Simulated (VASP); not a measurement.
Input of a VASP 6.6.1 run:

Contents of INCAR:

```
SYSTEM = SnSe
PREC = Accurate
ENCUT = 520
EDIFF = 1E-7
ISMEAR = -1
SIGMA = 0.05
LREAL = .FALSE.
LASPH = .TRUE.
NELM = 80
ALGO = Normal
ISIF = 2
LWAVE = .FALSE.
LCHARG = .TRUE.
GGA = PS
LELF = .TRUE.
LVHAR = .TRUE.
NBANDS = 17
```

File KPOINTS:

```
Automatic mesh
0
G
  8 8 8
  0 0 0
```

POSCAR

```
SnSe
1.0
    0.0000000000      2.9693193375      2.9693193375
    2.9693193375      0.0000000000      2.9693193375
    2.9693193375      2.9693193375      0.0000000000
Sn Se
1 1
Direct
    0.0000000000      0.0000000000      0.0000000000
    0.5000000000      0.5000000000      0.5000000000
```

Potentials or basis: VASP PAW PBE potentials, release 64 (Sn_d, Se).

The run is started by

```sh
$ cat potpaw_PBE.64/Sn_d/POTCAR potpaw_PBE.64/Se/POTCAR > POTCAR
$ mpirun -np 1 vasp_std > vasp.out
```

Problem. What does it give for the pressure?

Solution. 0.2 GPa.

Problem. Predict the band gap on the k mesh.

Solution. 0.75 eV, indirect (least direct gap 0.84 eV).

Caveat: the PAW data sets were made with another functional, which shifts forces and pressure a little; spin-orbit coupling is left out, which moves the levels of the heavy elements. A k mesh can miss the band edges.
